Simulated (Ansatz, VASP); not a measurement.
# AlN: VASP beside Ansatz

```
CELL_PARAMETERS angstrom
0.01009 2.01887 2.01887
2.01887 0.01009 2.01887
2.02896 2.02896 0.00000
ATOMIC_POSITIONS crystal
Al 0.00000 0.00000 0.00000
N 0.50000 0.50000 0.50000
```

Change from the starting cell: shear_xy strain +1.0%.

Alike in both runs: task single point; functional PBE; k mesh 10 × 10 × 10; occupations fermi-dirac, width 0.02 eV; no spin polarisation.

|  | VASP | Ansatz |
| --- | --- | --- |
| version | VASP 6.6.1 | Ansatz 0.2.0 |
| potentials or method | VASP PAW PBE potentials, release 64 (Al, N) | plane waves, PAW |
| plane-wave cutoff (eV) | 520 | 420 |
| valence electrons in the cell | 8 | 8 |

VASP gave:

```
gap on the k mesh at the Fermi level (eV)                     : 4.54
pressure (GPa)                                                : 6.1
traceless stress, the component that is largest in VASP (GPa) : -3.16
```

Task: Estimate Ansatz's values.

Result: gap on the k mesh at the Fermi level (eV): 4.56; pressure (GPa): 6.4; traceless stress, the component that is largest in VASP (GPa): -3.16.
